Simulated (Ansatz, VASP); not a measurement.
# Two plane-wave programs on MnO

```
CELL_PARAMETERS angstrom
0.00000 2.22391 2.22391
2.22391 0.00000 2.22391
2.22391 2.22391 0.00000
ATOMIC_POSITIONS crystal
Mn 0.00000 0.00000 0.00000
O 0.50000 0.50000 0.50000
```

Alike in both runs: task relaxation of cell and atoms; functional LDA; k mesh 10 × 10 × 10; occupations fermi-dirac, width 0.05 eV; collinear spin.

|  | VASP | Ansatz |
| --- | --- | --- |
| version | VASP 6.6.1 | Ansatz 0.2.0 |
| potentials or method | VASP PAW LDA potentials, release 64 (Mn_pv, O) | Ansatz PAW |
| plane-wave cutoff (eV) | 600 | 420 |
| valence electrons in the cell | 19 | 21 |

```csv
,VASP,Ansatz,Ansatz less VASP
"gap on the k mesh at the Fermi level, each at its own relaxed structure (eV)",none,none,-
net moment per atom (μB),1.98,2.06,+0.086
size of the moment on the site where the two differ most (μB),3.65,3.48,-0.167
relaxed volume (Å³/atom),9.32,9.44,+0.124
relaxed cell length with the largest relative difference (Å),2.976,2.989,+0.0131
```

LDA's correlation is that of Perdew and Zunger in VASP and of Perdew and Wang (1992) in Ansatz. Site moments also hang on the region over which each program counts them. A gap of «none» marks a metal or a gap that the smearing closes. VASP's potentials hold 19 valence electrons a cell and Ansatz's 21, so a difference there can come from the potentials and not from the codes.

Noted on VASP's run: the volume moved by over 15 % at a fixed basis, so the end points are rough. Noted on Ansatz's run: the plane-wave basis is chosen anew once the cell has moved, so the energies of steps on either side of that aren't comparable.
